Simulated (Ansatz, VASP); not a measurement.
## Two plane-wave programs on Al

INCAR

```
  PREC = Accurate
  ENCUT = 600
  EDIFF = 1E-6
  ISMEAR = 0
  SIGMA = 0.1
  LREAL = False
  LASPH = True
  NELM = 80
  ALGO = Fast
  ISIF = 3
  LWAVE = False
  LCHARG = False
  GGA = PE
  IBRION = 2
  NSW = 90
  EDIFFG = -0.04
```

KPOINTS

```
regular mesh
0
Gamma
  8 8 8
```

File POSCAR:

```
Al
1.0
   -2.4932008491      2.4932008491      1.3600870863
    2.4932008491     -2.4932008491      1.3600870863
    2.4932008491      2.4932008491     -1.3600870863
Al
2
Direct
    0.0000000000      0.0000000000      0.0000000000
    0.7500000000      0.2500000000      0.5000000000
```

Input for Ansatz:

```yaml
crystal:
  lattice:
    - [-2.4932008491, 2.4932008491, 1.3600870863]
    - [2.4932008491, -2.4932008491, 1.3600870863]
    - [2.4932008491, 2.4932008491, -1.3600870863]
  atoms:
    - { symbol: Al, position: [0.0, 0.0, 0.0] }
    - { symbol: Al, position: [0.75, 0.25, 0.5] }
basis:
  ecutwfc: 420
kpoints:
  mp_grid: { grid: [8, 8, 8] }
hamiltonian:
  xc: pbe
scf:
  occupations: { method: gaussian, width: 0.1 }
  lower_state_search: "off"
output:
  forces: true
  stress: true
  eigenvalues: true
relax:
  adjacent_minimum: "off"
  f_tol: 0.04
  max_steps: 70
  cell: { stress_tol: 0.4 }
```

Alike in both runs: task relaxation of cell and atoms; functional PBE; k mesh 8 × 8 × 8; occupations gaussian, width 0.1 eV; no spin polarisation.

```csv
,VASP,Ansatz
version,VASP 6.6.1,Ansatz 0.2.0
potentials or method,"VASP PAW PBE potentials, release 64 (Al), cutoff 600 eV","scalar-relativistic, plane waves, PAW"
valence electrons in the cell,6,6
```

|  | VASP | Ansatz | Ansatz less VASP |
| --- | --- | --- | --- |
| gap on the k mesh at the Fermi level, each at its own relaxed structure (eV) | none | none | - |
| relaxed volume (Å³/atom) | 19.17 | 19.15 | -0.022 |
| relaxed cell length with the largest relative difference (Å) | 3.988 | 3.985 | -0.0022 |

A gap of «none» marks a metal or a gap that the smearing closes.
